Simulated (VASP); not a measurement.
# Mo (Im-3m) in VASP: a series of runs, part 2 of 2

VASP 6.6.1.

## (3) Single point, PBEsol

This run uses another cell than the first one, of 15.32 Å³/atom, 1.018 times its volume.

INCAR reads:

```
PREC = Accurate ; ENCUT = 520
EDIFF = 1E-6 ; ISMEAR = -1
SIGMA = 0.15 ; LREAL = F
LASPH = T ; NELM = 60
ALGO = Normal ; ISIF = 2
LWAVE = F ; LCHARG = F
GGA = PS ; NBANDS = 13
```

KPOINTS reads:

```
regular mesh
0
Gamma
  13 13 13
```

POSCAR reads:

```
Mo
1.0
   -1.5647054483      1.5647054483      1.5647054483
    1.5647054483     -1.5647054483      1.5647054483
    1.5647054483      1.5647054483     -1.5647054483
Mo
1
Direct
    0.0000000000      0.0000000000      0.0000000000
```

Potentials or basis: VASP PAW PBE potentials, release 64 (Mo_sv).

Launch:

```
cat potpaw_PBE.64/Mo_sv/POTCAR > POTCAR
mpirun -np 1 vasp_std > vasp.out
```

OUTCAR:

```text
PREC = Accurate
   ENCUT = 520
   EDIFF = 1E-6
   ISMEAR = -1
   LREAL = F
   LASPH = T
   NELM = 60
   ISIF = 2
   GGA = PS

 ion  position               nearest neighbor table
   1  0.000  0.000  0.000-

  LATTYP: Found a body centered cubic cell.
 ALAT       =     3.1294108966

  Lattice vectors:

 A1 = (  -1.5647054483,   1.5647054483,   1.5647054483)
 A2 = (   1.5647054483,  -1.5647054483,   1.5647054483)
 A3 = (   1.5647054483,   1.5647054483,  -1.5647054483)

[... 551 lines left out ...]
      4     -21.7284      2.00000
      5       8.2006      2.00000
      6       9.7603      2.00000
      7      10.8365      2.00000
      8      14.2729      0.00013
      9      14.8073      0.00000
     10      16.2466      0.00000
     11      27.2618      0.00000
     12      27.8908      0.00000
     13      31.9012      0.00000

 [... further k-points ...]
[... 5 lines left out ...]
  --------------------------------------------------------------------------------------
  -------------------------------------------------------------------------------------
  Total        0.0536780      0.0536780      0.0536780      0.0000000     -0.0000000      0.0000000
  in kB        5.6124047      5.6124047      5.6124047      0.0000000     -0.0000000      0.0000000
  external PRESSURE =       5.6124047 kB  Pullay stress =       0.0000000 kB

 VOLUME and BASIS-vectors are now :
 -----------------------------------------------------------------------------
  energy-cutoff  :      520.00
  volume of cell :       15.32
      direct lattice vectors                 reciprocal lattice vectors
    -1.564705448  1.564705448  1.564705448     0.000000000  0.319548961  0.319548961
     1.564705448 -1.564705448  1.564705448     0.319548961  0.000000000  0.319548961
     1.564705448  1.564705448 -1.564705448     0.319548961  0.319548961  0.000000000

 POSITION                                       TOTAL-FORCE (eV/Angst)
 -----------------------------------------------------------------------------------
      0.00000      0.00000      0.00000         0.000000      0.000000      0.000000
 -----------------------------------------------------------------------------------
    total drift:                                0.000000      0.000000      0.000000

  FREE ENERGIE OF THE ION-ELECTRON SYSTEM (eV)
  ---------------------------------------------------
  free  energy   TOTEN  =       -11.8065413886 eV

  energy  without entropy=      -11.7603040573  energy(sigma->0) =      -11.78342272
```

stdout:

```text
POSCAR found type information on POSCAR Mo
 POSCAR found :  1 types and       1 ions
 scaLAPACK will be used
 -----------------------------------------------------------------------------
|                                                                             |
|                                                                             |
|     You enforced a specific xc type in the INCAR file but a different       |
|     I HOPE YOU KNOW WHAT YOU ARE DOING!                                     |
|                                                                             |
 -----------------------------------------------------------------------------

 LDA part: xc-table for (Slater+PW92), standard interpolation
 POSCAR, INCAR and KPOINTS ok, starting setup
 FFT: planning ... GRIDC
 FFT: planning ... GRID_SOFT
 FFT: planning ... GRID
 WAVECAR not read
 entering main loop
```

Wall time 5.9 s (1 thread of Intel Xeon 6975P-C, shared host); peak memory 0.13 GiB.

What came out:

```
Free energy            : -11.8065 eV
Pressure               : 0.6 GPa
Band gap on the k mesh : zero (band 7 reaches 16.52 eV, above the bottom of band 8 at 11.38 eV)
```

Levels at points of the mesh, in eV from the Fermi level:
```tsv
k point	band 5	band 6	band 7	band 8	band 9	band 10
(0.00, 0.00, 0.00)	-7.39	-1.44	-1.44	-1.44	1.65	1.65
```

Caveat: the PAW data sets were made with another functional, which shifts forces and pressure a little.

## (4) Single point, PBE+D4

This run uses another cell than the first one, of 15.44 Å³/atom, 1.025 times its volume.

INCAR reads:

```
  PREC = Accurate
  ENCUT = 520
  EDIFF = 1E-6
  ISMEAR = -1
  SIGMA = 0.15
  LREAL = F
  LASPH = T
  NELM = 60
  ALGO = Normal
  ISIF = 2
  LWAVE = F
  LCHARG = F
  GGA = PE
  IVDW = 13
  NBANDS = 13
```

KPOINTS reads:

```
Automatic mesh
0
Gamma
  13 13 13
```

POSCAR reads:

```
Mo
1.0
   -1.5686446875      1.5686446875      1.5686446875
    1.5686446875     -1.5686446875      1.5686446875
    1.5686446875      1.5686446875     -1.5686446875
Mo
1
Direct
    0.0000000000      0.0000000000      0.0000000000
```

Launch:

```
cat potpaw_PBE.64/Mo_sv/POTCAR > POTCAR
mpirun -np 1 vasp_std > vasp.out
```

Run time: 6.6 s. Hardware: 1 thread of Intel Xeon 6975P-C, shared host; peak memory 0.14 GiB.

The run converged. Its results:

- Free energy: -11.5722 eV
- Pressure: 0.6 GPa
- Band gap on the k mesh: zero (band 7 reaches 16.46 eV, above the bottom of band 8 at 11.41 eV)
- Dispersion energy per atom: -0.616 eV

Levels at points of the mesh, in eV from the Fermi level:
```csv
k point,band 5,band 6,band 7,band 8,band 9,band 10
"(0.00, 0.00, 0.00)",-7.32,-1.43,-1.43,-1.43,1.64,1.64
```

Caveat: pairwise dispersion overbinds metals, which lowers pressure and volume.

## (5) Summary

| level | potentials or basis | cell | gap on the mesh (eV) | pressure (GPa) |
| --- | --- | --- | --- | --- |
| LDA | VASP PAW LDA potentials, release 64 (Mo_sv) | a = 2.694 Å, angles 109.5°, 1 atom | none | 1.2 |
| PBEsol | VASP PAW PBE potentials, release 64 (Mo_sv) | a = 2.710 Å, angles 109.5°, 1 atom | none | 0.6 |
| PBE+D4 | VASP PAW PBE potentials, release 64 (Mo_sv) | a = 2.717 Å, angles 109.5°, 1 atom | none | 0.6 |

Alike in all rows: task single point; no spin polarisation; k mesh 13 × 13 × 13; cutoff (eV) 520; smearing fermi-dirac 0.15 eV.

Caveats: the PAW data sets were made with another functional, which shifts forces and pressure a little (some runs); pairwise dispersion overbinds metals, which lowers pressure and volume (some runs).

Absolute energies hang on the potentials; compare differences alone.
